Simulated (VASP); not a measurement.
# TiSe2 (P-3m1) in VASP: further runs

Runs on TiSe2. Level: PBE+D3(BJ). Tasks: relaxation of cell and atoms, single point.

Program: VASP 6.6.1. These are calculated values, not measurements. Logs are shortened: lines on timing, memory, paths and dates and some standing lists are left out, and cuts for length are marked.

**1. The cell of the first run**

Symmetry: P-3m1, No. 164, trigonal system. Conventional cell: a = 3.557 Å, b = 3.557 Å, c = 6.348 Å, α = 90.00°, β = 90.00°, γ = 120.00°. Within 3.4 Å of Ti (site symmetry -3m) lie 6 Se at 2.56 Å. Within 3.4 Å of Se (site symmetry 3m) lie 3 Ti at 2.56 Å.

**2. Relaxation of cell and atoms, PBE+D3(BJ)**

File INCAR:

```
ALGO = Normal ; EDIFF = 1E-7
EDIFFG = -0.01 ; ENCUT = 500
GGA = PE ; GGA_COMPAT = F
IBRION = 2 ; ISIF = 3
ISMEAR = 0 ; IVDW = 12
LASPH = T ; LCHARG = F
LREAL = F ; LWAVE = F
NELM = 120 ; NELMIN = 4
NSW = 100 ; PREC = Accurate
SIGMA = 0.1
```

File KPOINTS:

```
k-points
0
Gamma
  15 15 8
```

File POSCAR:

```
TiSe2
1.0
    3.5565669500      0.0000000000      0.0000000000
   -1.7782834800      3.0800774100      0.0000000000
    0.0000000000      0.0000000000      6.3476257300
Ti Se
1 2
Direct
    0.0000000000      0.0000000000      0.0000000000
    0.3333333400      0.6666666900      0.2399278400
    0.6666666900      0.3333333400      0.7600721700
```

Potentials or basis: VASP PAW PBE potentials, release 64 (Ti_sv, Se).

Run with:

```sh
cat potpaw_PBE.64/Ti_sv/POTCAR potpaw_PBE.64/Se/POTCAR > POTCAR
mpirun -np 1 vasp_std > vasp.out
```

OUTCAR:

```text
EDIFF = 1E-7
   EDIFFG = -0.01
   ENCUT = 500
   GGA = PE
   IBRION = 2
   ISIF = 3
   ISMEAR = 0
   IVDW = 12
   LASPH = T
   LREAL = F
   NELM = 120
   NELMIN = 4
   NSW = 100
   PREC = Accurate
 IVDW          = 12

 ion  position               nearest neighbor table
   1  0.000  0.000  0.000-   3 2.56   2 2.56   3 2.56   2 2.56   3 2.56   2 2.56
   2  0.333  0.667  0.240-   1 2.56   1 2.56   1 2.56
   3  0.667  0.333  0.760-   1 2.56   1 2.56   1 2.56

  LATTYP: Found a hexagonal cell.
 ALAT       =     3.5565669500
 C/A-ratio  =     1.7847620526

  Lattice vectors:

 A1 = (   3.5565669500,   0.0000000000,   0.0000000000)
 A2 = (  -1.7782834800,   3.0800774100,   0.0000000000)
 A3 = (   0.0000000000,   0.0000000000,   6.3476257300)

Analysis of symmetry for initial positions (statically):
=====================================================================
 Subroutine PRICEL returns:
 Original cell was already a primitive cell.

 Routine SETGRP: Setting up the symmetry group for a
 hexagonal supercell.

 Subroutine GETGRP returns: Found 12 space group operations
 (whereof 12 operations were pure point group operations)
 out of a pool of 24 trial point group operations.

The static configuration has the point symmetry D_3d.

Analysis of symmetry for dynamics (positions and initial velocities):
=====================================================================
 Subroutine PRICEL returns:
 Original cell was already a primitive cell.

 Routine SETGRP: Setting up the symmetry group for a
 hexagonal supercell.

 Subroutine GETGRP returns: Found 12 space group operations
 (whereof 12 operations were pure point group operations)
 out of a pool of 24 trial point group operations.

The dynamic configuration has the point symmetry D_3d.

 Subroutine INISYM returns: Found 12 space group operations
 (whereof 12 operations are pure point group operations),
 and found     1 'primitive' translations

----------------------------------------------------------------------------------------

                                     Primitive cell

  volume of cell :      69.5351

  direct lattice vectors                    reciprocal lattice vectors
     3.556566950  0.000000000  0.000000000     0.281170020  0.162333583  0.000000000
    -1.778283480  3.080077410  0.000000000     0.000000000  0.324667165  0.000000000
     0.000000000  0.000000000  6.347625730     0.000000000  0.000000000  0.157539219

  length of vectors
[... 86 lines left out ...]
   EDIFFG = -.1E-01   stopping-criterion for IOM
   NSW    =    100    number of steps for IOM
   IBRION =      2    ionic relax: 0-MD 1-quasi-New 2-CG
   NFREE  =      1    steps in history (QN), initial steepest desc. (CG)
   ISIF   =      3    stress and relaxation
   ISYM   =      2    0-nonsym 1-usesym 2-fastsym
   POTIM  = 0.5000    time-step for ionic-motion
   TEBEG  =    0.0;   TEEND  =   0.0 temperature during run
   PSTRESS=    0.0 pullay stress
   NELECT =      24.0000    total number of electrons
   NUPDOWN=      -1.0000    fix difference up-down
   EMIN   =  10.00;   EMAX   =-10.00  energy-range for DOS
   EFERMI =   0.00;   METHOD = LEGACY
   ISMEAR =     0;   SIGMA  =   0.10  broadening in eV -4-tet -1-fermi 0-gaus
   EFERMI_NEDOS =   21; number of points for ismear=-14 and -15
   IALGO  =     38    algorithm
   IMIX   =      4    mixing-type and parameters
     AMIX     =   0.40;   BMIX     =  1.00
     AMIX_MAG =   1.60;   BMIX_MAG =  1.00
  volume/ion in A,a.u.               =      23.18       156.42
  Fermi-wavevector in a.u.,A,eV,Ry     =   1.148358  2.170082 17.942355  1.318726
  Thomas-Fermi vector in A             =   2.285033
   LORBIT       =      0    0 simple, 1 ext, 2 COOP (PROOUT), +10 PAW based schemes
   GGA     = PE    functional components
   LHFCALC =     F    Hartree Fock is set to
   AEXX    =    0.0000 exact exchange contribution
   IVDW    =    12    specifies the selected vdW correction
   LEPSILON=     F    determine dielectric tensor
   LRPA    =     F    only Hartree local field effects (RPA)
 conjugate gradient relaxation of ions
 non-spin polarized calculation
 Gauss-broadening in eV      SIGMA  =   0.10
  energy-cutoff  :      500.00
  volume of cell :       69.54
 maximum number of plane-waves:      1793
 NGX is ok and might be reduce to    28
   NGX = 13   NGY = 13   NGZ = 23

--------------------------------------- Ionic step        1  -------------------------------------------

 number of electron      23.9999992 magnetization

 Free energy of the ion-electron system (eV)
  ---------------------------------------------------
  ext. energy  EPLUGINS =         0.00000000
  ---------------------------------------------------
  free energy    TOTEN  =       -18.19936143 eV

  energy without entropy =      -18.19561483  energy(sigma->0) =      -18.19748813

------------------------ aborting loop because EDIFF is reached ----------------------------------------

 Edisp (eV)   -1.19149

 E8    (eV) :    -0.5172
[... 108 lines left out ...]
  FREE ENERGIE OF THE ION-ELECTRON SYSTEM (eV)
  ---------------------------------------------------
  free  energy   TOTEN  =       -19.4117183749 eV

  energy  without entropy=      -19.4077323104  energy(sigma->0) =      -19.40972534

 E-fermi :   4.7500     XC(G=0):  -9.9601

 val. band max:        4.7456070526   @ k =   0.0000   0.3333   0.3750
 cond. band min:       4.7522113196   @ k =   0.0000   0.4667   0.1250
 fundamental gap:      0.0066042670
 Fermi energy:         4.7500333199

 k-point     1 :       0.0000    0.0000    0.0000
  band No.  band energies     occupation
      1     -52.7432      2.00000
      2     -28.9755      2.00000
      3     -28.9563      2.00000
      4     -28.9563      2.00000
      5      -9.2306      2.00000
      6      -7.9781      2.00000
[... 435 lines left out ...]
      5      -7.4526      2.00000
      6      -7.4421      2.00000
[... 8 lines left out ...]
     15       6.5503      0.00000
     16       7.4683      0.00000

 [... further k-points ...]

[... ionic steps 4 to 11 ...]

--------------------------------------- Ionic step       12  -------------------------------------------

 number of electron      24.0000002 magnetization

------------------------ aborting loop because EDIFF is reached ----------------------------------------
[... 77 lines left out ...]
--------------------------------------- Ionic step       14  -------------------------------------------

 number of electron      24.0000002 magnetization

 Free energy of the ion-electron system (eV)
  ---------------------------------------------------
  ext. energy  EPLUGINS =         0.00000000
  ---------------------------------------------------
  free energy    TOTEN  =       -18.12594150 eV

  energy without entropy =      -18.12152763  energy(sigma->0) =      -18.12373457

 E-fermi :   5.3646     XC(G=0): -10.2973

 val. band max:        5.3571113904   @ k =   0.0000   0.3333   0.3750
 cond. band min:       5.3723491724   @ k =   0.4667   0.0667   0.5000
 fundamental gap:      0.0152377820
 Fermi energy:         5.3645718996

 k-point     1 :       0.0000    0.0000    0.0000
  band No.  band energies     occupation
      1     -52.1519      2.00000
      2     -28.3842      2.00000
      3     -28.3704      2.00000
      4     -28.3704      2.00000
      5      -8.8281      2.00000
      6      -7.2210      2.00000
[... 481 lines left out ...]
  FREE ENERGIE OF THE ION-ELECTRON SYSTEM (eV)
  ---------------------------------------------------
  free  energy   TOTEN  =       -19.4763579412 eV

  energy  without entropy=      -19.4719440630  energy(sigma->0) =      -19.47415100

 reached required accuracy - stopping structural energy minimisation
```

OSZICAR:

```text
N       E                     dE             d eps       ncg     rms          rms(c)
DAV:   1     0.195632423302E+03    0.19563E+03   -0.11418E+04  6152   0.141E+03
DAV:   2    -0.138653098562E+01   -0.19702E+03   -0.19511E+03  6768   0.355E+02
DAV:   3    -0.207894979969E+02   -0.19403E+02   -0.18816E+02  9656   0.102E+02
[... 164 lines left out ...]
DAV:   2    -0.181259501404E+02    0.22850E-04   -0.10438E-04  6440   0.878E-02    0.229E-02
DAV:   3    -0.181259449716E+02    0.51688E-05   -0.62167E-05  8736   0.709E-02    0.149E-02
DAV:   4    -0.181259417960E+02    0.31756E-05   -0.28927E-05  8040   0.356E-02    0.433E-03
DAV:   5    -0.181259415684E+02    0.22757E-06   -0.15268E-06  7536   0.784E-03    0.279E-03
DAV:   6    -0.181259415048E+02    0.63600E-07   -0.27778E-07  4808   0.448E-03
  14 F= -.19476358E+02 E0= -.19474151E+02  d E =-.268650E-03
```

Run time: 15 min. Hardware: 1 thread of Intel Xeon 6975P-C (Granite Rapids), shared host; peak memory 0.37 GiB.

Results:

| Quantity | Value |
| --- | --- |
| Free energy | -19.4764 eV |
| Relaxed volume | 20.54 Å³/atom |
| Relaxed cell | a = 3.482 Å, b = 3.482 Å, c = 5.867 Å, α = 90.00°, β = 90.00°, γ = 120.00° |
| Space group after relaxing (to 0.05 Å) | P-3m1 (No. 164) |
| Energy gained by relaxing | 28.5 meV/atom |
| Ionic steps | 14 |
| Pressure after relaxing | 0.0 GPa |
| Largest force after relaxing | 0.008 eV/Å |
| Band gap on the k mesh | zero (band 12 reaches 5.89 eV, above the bottom of band 13 at 5.14 eV) |
| Dispersion energy per atom | -0.450 eV |

Forces in eV/Å, atoms in the order of the input:
```
Ti   0.000  0.000  0.000
Se   0.000  0.000 -0.008
Se   0.000  0.000  0.008
```

The path:
| step | energy change (eV) | largest force (eV/Å) | pressure (GPa) | volume (Å³) |
| --- | --- | --- | --- | --- |
| 1 | 0.0000 | 0.1897 | -2.01 | 69.54 |
| 2 | -0.0207 | 0.5100 | 0.84 | 66.65 |
| 3 | -0.0209 | 0.4855 | 0.62 | 66.85 |
| 4 | -0.0394 | 0.2451 | 0.15 | 65.99 |
| 5 | -0.0425 | 0.1002 | -0.13 | 65.48 |
| 6 | -0.0522 | 0.0789 | -0.29 | 65.03 |
| 7 | -0.0748 | 0.0118 | -0.66 | 63.63 |
| 8 | -0.0681 | 0.2025 | -0.53 | 60.74 |
| 9 | -0.0834 | 0.0050 | -0.59 | 62.67 |
| 10 | -0.0844 | 0.0432 | -0.62 | 62.18 |
| 11 | -0.0752 | 0.2358 | 2.19 | 60.04 |
| 12 | -0.0852 | 0.0177 | -0.03 | 61.70 |
| 13 | -0.0855 | 0.0121 | -0.01 | 61.60 |
| 14 | -0.0855 | 0.0082 | -0.01 | 61.62 |

Final structure:
```cif
data_structure
_symmetry_space_group_name_H-M 'P 1'
_symmetry_Int_Tables_number 1
_cell_length_a 3.4823
_cell_length_b 3.4823
_cell_length_c 5.8672
_cell_angle_alpha 90.000
_cell_angle_beta 90.000
_cell_angle_gamma 120.000
_cell_volume 61.62
loop_
_atom_site_label
_atom_site_type_symbol
_atom_site_fract_x
_atom_site_fract_y
_atom_site_fract_z
_atom_site_occupancy
Ti1 Ti 0.00000 0.00000 0.00000 1
Se1 Se 0.33333 0.66667 0.26510 1
Se2 Se 0.66667 0.33333 0.73490 1
```

Levels at points of the mesh, in eV from the Fermi level:
```csv
k point,band 9,band 10,band 11,band 12,band 13,band 14,band 15,band 16
"(0.00, 0.00, 0.00)",-2.23,0.37,0.52,0.52,0.58,0.62,0.62,3.30
"(0.00, 0.00, 0.50)",-2.15,-2.15,0.31,0.31,0.50,0.50,1.28,3.75
```

(Continued in part 2 of 2.)
